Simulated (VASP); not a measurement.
Input of a VASP 6.6.1 run:

File POSCAR:

```
NaH13O7
1.0
    6.6282230000      0.0000000000      0.0000000000
    0.0000000000      6.6282230000      0.0000000000
    0.0000000000      0.0000000000      6.6282230000
O H Na
7 13 1
Direct
    0.7410734370     -0.0284691689      0.5391942908
    0.6831393573      0.2387970350      0.8496998366
    0.3834210165      0.7785646319      0.8231768907
    0.0559727698      0.1715090153      0.3355348787
    0.4765832411      0.7190464171      0.2406829100
    0.9909443300      0.6419820214      0.6909845972
    0.2778723649      0.4879135780      0.4243520473
    0.8179417017      0.0450346948      0.4460169792
    0.6215693105     -0.0741375177      0.4642571621
    0.7725298319      0.1876973662      0.9496059502
    0.7051060292      0.1513075224      0.7354912471
    0.3534129736      0.8366646686      0.6907432052
    0.2629362349      0.6909544232      0.8427447296
    0.1365071755      0.0502397098      0.3398497606
    0.1497535614      0.2918127528      0.3535940176
    0.4284707983      0.8265563787      0.1538572254
    0.3625707825      0.6114911945      0.3054363138
    1.0784489297      0.5664715867      0.5847419437
    0.9341116013      0.7578501810      0.6347251745
    0.3888825104      0.4120259683      0.4837797401
    0.6404280604      0.6114911945      0.9032888604
```

INCAR.step1

```
SYSTEM = NaH13O7
PREC     = Accurate       ! precision mode
ENCUT    = 580            ! plane-wave cutoff, eV
ISMEAR   = -1             ! smearing method
SIGMA    = 0.05           ! smearing width, eV
LREAL    = .False.        ! projectors in reciprocal space
LASPH    = .True.         ! aspherical terms in the spheres
NELM     = 120            ! most SCF steps
NBANDS   = 47             ! bands
GGA      = PE             ! functional
ALGO     = Normal         ! electronic algorithm
EDIFF    = 1E-5           ! SCF threshold, eV
LWAVE    = .True.         ! write WAVECAR
LCHARG   = .False.        ! write CHGCAR
GGA_COMPAT= .False.
```

The input INCAR.step2:

```
SYSTEM = NaH13O7
PREC     = Accurate       ! precision mode
ENCUT    = 580            ! plane-wave cutoff, eV
EDIFF    = 1E-6           ! SCF threshold, eV
ISMEAR   = -1             ! smearing method
SIGMA    = 0.05           ! smearing width, eV
LREAL    = .False.        ! projectors in reciprocal space
LASPH    = .True.         ! aspherical terms in the spheres
NELM     = 120            ! most SCF steps
ALGO     = Normal         ! electronic algorithm
ISIF     = 2              ! what is computed and relaxed
LWAVE    = .False.        ! write WAVECAR
LCHARG   = .False.        ! write CHGCAR
METAGGA  = R2SCAN         ! meta-GGA
LMIXTAU  = .True.       
NBANDS   = 47             ! bands
ISTART   = 1            
GGA_COMPAT= .False.
```

File KPOINTS:

```
regular mesh
0
Gamma
  1 1 1
  0 0 0
```

Potentials or basis: VASP PAW PBE potentials, release 64 (O, H, Na_pv).

The run is started by

```bash
$ cat potpaw_PBE.64/O/POTCAR potpaw_PBE.64/H/POTCAR potpaw_PBE.64/Na_pv/POTCAR > POTCAR
$ cp INCAR.step1 INCAR
$ mpirun -np 1 vasp_gam > vasp.out
$ cp INCAR.step2 INCAR
$ mpirun -np 1 vasp_gam > vasp.out
```

Estimate the pressure.

-0.6 GPa.

What does it give for the largest force?

3.057 eV/Å.

Stress tensor (GPa, compression positive):
```
-0.77  0.12  0.54
 0.12 -0.64 -1.55
 0.54 -1.55 -0.45
```

Caveat: the k points lie up to 0.95 Å⁻¹ apart; the atoms stand as in a frame of molecular dynamics; the PAW data sets were made with another functional, which shifts forces and pressure a little.
